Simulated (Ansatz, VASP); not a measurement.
MgH2 in VASP and in Ansatz

Contents of POSCAR:

```
MgH2
1.0
    4.4848772627      0.0000000000      0.0000000000
    0.0000000000      4.4848772627      0.0000000000
    0.0000000000      0.0000000000      2.9964754819
Mg H
2 4
Direct
    0.0000000000      0.0000000000      0.0000000000
    0.5000000000      0.5000000000      0.5000000000
    0.3046815063      0.3046815063      0.0000000000
    0.1953184937      0.8046815063      0.5000000000
    0.8046815063      0.1953184937      0.5000000000
    0.6953184937      0.6953184937      0.0000000000
```

File INCAR.step1:

```
SYSTEM = MgH2
ALGO     = Normal         ! electronic algorithm
EDIFF    = 1E-4           ! SCF threshold, eV
ENCUT    = 520            ! plane-wave cutoff, eV
GGA      = PE             ! functional
ISMEAR   = 0              ! smearing method
LASPH    = .TRUE.         ! aspherical terms in the spheres
LCHARG   = .FALSE.        ! write CHGCAR
LREAL    = .FALSE.        ! projectors in reciprocal space
LWAVE    = .TRUE.         ! write WAVECAR
NBANDS   = 13             ! bands
NELM     = 60             ! most SCF steps
PREC     = Accurate       ! precision mode
SIGMA    = 0.01           ! smearing width, eV
```

Contents of INCAR.step2:

```
SYSTEM = MgH2
ALGO     = Normal         ! electronic algorithm
EDIFF    = 1E-7           ! SCF threshold, eV
ENCUT    = 520            ! plane-wave cutoff, eV
ISIF     = 2              ! what is computed and relaxed
ISMEAR   = 0              ! smearing method
ISTART   = 1            
LASPH    = .TRUE.         ! aspherical terms in the spheres
LCHARG   = .TRUE.         ! write CHGCAR
LELF     = .TRUE.         ! ELF
LMIXTAU  = .TRUE.       
LREAL    = .FALSE.        ! projectors in reciprocal space
LVHAR    = .TRUE.       
LWAVE    = .FALSE.        ! write WAVECAR
METAGGA  = R2SCAN         ! meta-GGA
NBANDS   = 13             ! bands
NELM     = 60             ! most SCF steps
PREC     = Accurate       ! precision mode
SIGMA    = 0.01           ! smearing width, eV
```

File KPOINTS:

```
k-points
0
G
  6 6 8
  0 0 0
```

Input for Ansatz:

```yaml
crystal:
  lattice:
    - [4.4848772627, 0.0, 0.0]
    - [0.0, 4.4848772627, 0.0]
    - [0.0, 0.0, 2.9964754819]
  atoms:
    - { symbol: Mg, position: [0.0, 0.0, 0.0] }
    - { symbol: Mg, position: [0.5, 0.5, 0.5] }
    - { symbol: H, position: [0.3046815063, 0.3046815063, 0.0] }
    - { symbol: H, position: [0.1953184937, 0.8046815063, 0.5] }
    - { symbol: H, position: [0.8046815063, 0.1953184937, 0.5] }
    - { symbol: H, position: [0.6953184937, 0.6953184937, 0.0] }
kpoints:
  mp_grid: { grid: [6, 6, 8] }
hamiltonian:
  xc: r2scan
scf:
  occupations: { method: fixed }
output:
  optics: { e_range: [0, 18], de: 0.05, sigma: 0.1, bands: auto }
```

Alike in both runs: task single point; functional r2SCAN; k mesh 6 × 6 × 8; no spin polarisation.

|  | VASP | Ansatz |
| --- | --- | --- |
| version | VASP 6.6.1 | Ansatz 0.2.0 |
| potentials or method | VASP PAW PBE potentials, release 64 (Mg, H) | plane waves, PAW |
| plane-wave cutoff (eV) | 520 | 500 |
| occupations | gaussian, width 0.01 eV | fixed |
| valence electrons in the cell | 8 | 24 |

```csv
,VASP,Ansatz,Ansatz less VASP
gap on the k mesh at the Fermi level (eV),4.46,4.48,+0.017
```

VASP's potentials were made for PBE, not for r2SCAN. VASP's potentials hold 8 valence electrons a cell and Ansatz's 24, so a difference there can come from the potentials and not from the codes.
